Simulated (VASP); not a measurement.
Write the native input for VASP 6.6.1 that does the following.

```
Task                   : single point
Functional             : PBEsol
Potentials or basis    : VASP PAW PBE potentials, release 64 (W_sv, S)
Cutoff                 : 520 eV
k mesh                 : 12 × 12 × 12
Occupations            : gaussian, width 0.02 eV
Spin                   : no spin polarisation
Dipole correction      : no
Further INCAR settings : ALGO = Normal; EDIFF = 1e-07; NBANDS = 20
```

The structure of WS2 lies in POSCAR:

```
WS2
1.0
    1.5790003843      0.9116362969      6.1633300000
   -1.5790003843      0.9116362969      6.1633300000
    0.0000000000     -1.8232725938      6.1633300000
W S
1 2
Direct
    0.0000000000      0.0000000000      0.0000000000
    0.7503000000      0.7503000000      0.7503000000
    0.5810000000      0.5810000000      0.5810000000
```

The input as run:

INCAR

```
SYSTEM = WS2
PREC = Accurate
ENCUT = 520
EDIFF = 1E-7
ISMEAR = 0
SIGMA = 0.02
LREAL = .False.
LASPH = .True.
NELM = 80
ALGO = Normal
ISIF = 2
LWAVE = .False.
LCHARG = .True.
GGA = PS
LELF = .True.
LVHAR = .True.
NBANDS = 20
```

KPOINTS

```
Automatic mesh
0
Gamma
  12 12 12
  0 0 0
```

Potentials or basis: VASP PAW PBE potentials, release 64 (W_sv, S).

Launch:

```sh
$ cat potpaw_PBE.64/W_sv/POTCAR potpaw_PBE.64/S/POTCAR > POTCAR
$ mpirun -np 1 vasp_std > vasp.out
```

Results of the run:

The pressure is -0.5 GPa, the largest force is 0.602 eV/Å and the band gap on the k mesh is 0.99 eV (least direct gap 1.89 eV).

Caveat: the PAW data sets were made with another functional, which shifts forces and pressure a little; spin-orbit coupling is left out, which moves the levels of the heavy elements.

It took 9 min on 1 thread of Intel(R) Xeon(R) Platinum 8488C (Sapphire Rapids), on a shared host, peak memory 0.44 GiB.
